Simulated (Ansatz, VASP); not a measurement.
## TaN: VASP beside Ansatz

```
Ta N
1.0
     0.00000    2.49114    2.49114
     2.49114    0.00000    2.49114
     2.49114    2.49114    0.00000
Ta N
1 1
Direct
  0.00000 0.00000 0.00000
  0.25000 0.25000 0.25000
```

Alike in both runs: task relaxation of cell and atoms; functional PBEsol; k mesh 9 × 9 × 9; occupations fermi-dirac, width 0.05 eV; no spin polarisation; Hubbard terms Ta d U = 8.0 eV.

|  | VASP | Ansatz |
| --- | --- | --- |
| version | VASP 6.6.1 | Ansatz 0.2.0 |
| potentials or method | VASP PAW PBE potentials, release 64 (Ta_pv, N) | Ansatz PAW |
| plane-wave cutoff (eV) | 600 | 420 |
| valence electrons in the cell | 16 | 18 |

```tsv
	VASP	Ansatz	Ansatz less VASP
gap on the k mesh at the Fermi level, each at its own relaxed structure (eV)	none	none	-
relaxed volume (Å³/atom)	14.16	13.70	-0.466
relaxed cell length with the largest relative difference (Å)	3.422	3.384	-0.0379
```

VASP's potentials were made for PBE, not for PBEsol. The programs project onto different local orbitals, so the same U acts differently, and such runs can settle in different states. A gap of «none» marks a metal or a gap that the smearing closes. VASP's potentials hold 16 valence electrons a cell and Ansatz's 18, so a difference there can come from the potentials and not from the codes.

Neither program's run includes spin-orbit coupling. Noted on Ansatz's run: the plane-wave basis is chosen anew once the cell has moved, so the energies of steps on either side of that aren't comparable.
